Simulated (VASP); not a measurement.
Input of a VASP 6.6.1 run:

Contents of INCAR:

```
  PREC = Accurate
  ENCUT = 520
  EDIFF = 1E-6
  ISMEAR = 0
  SIGMA = 0.1
  LREAL = False
  LASPH = True
  NELM = 60
  ALGO = Normal
  ISIF = 2
  LWAVE = False
  LCHARG = True
  GGA = PE
  LELF = True
  LVHAR = True
  NBANDS = 26
```

The input KPOINTS:

```
regular mesh
0
Gamma
  3 3 4
```

The input POSCAR:

```
SiTe5
1.0
    6.3475290702      0.0000000000      0.0000000000
   -3.1737645351      5.4971214261      0.0000000000
    0.0000000000      0.0000000000      4.7329210700
Si Te
1 5
Direct
    0.0000000000      0.0000000000      0.5000000000
    0.6666666667      0.3333333333      0.5000000000
    0.3002779643      0.0000000000      0.0000000000
    0.6997220357      0.6997220357      0.0000000000
    0.0000000000      0.3002779643      0.0000000000
    0.3333333333      0.6666666667      0.5000000000
```

Potentials or basis: VASP PAW PBE potentials, release 64 (Si, Te).

The run is started by

```sh
$ cat potpaw_PBE.64/Si/POTCAR potpaw_PBE.64/Te/POTCAR > POTCAR
$ mpirun -np 1 vasp_std > vasp.out
```

Task: Predict the largest force.

Result: 0.012 eV/Å.

Task: What does it give for the pressure?

Result: -0.1 GPa.

Task: Predict the band gap on the k mesh.

Result: Zero (band 17 reaches 8.52 eV, above the bottom of band 18 at 6.89 eV).

Stress tensor (GPa, compression positive):
```
 0.04  0.00  0.00
 0.00  0.04  0.00
 0.00  0.00 -0.39
```

Caveat: the k points lie up to 0.38 Å⁻¹ apart; spin-orbit coupling is left out, which moves the levels of the heavy elements.
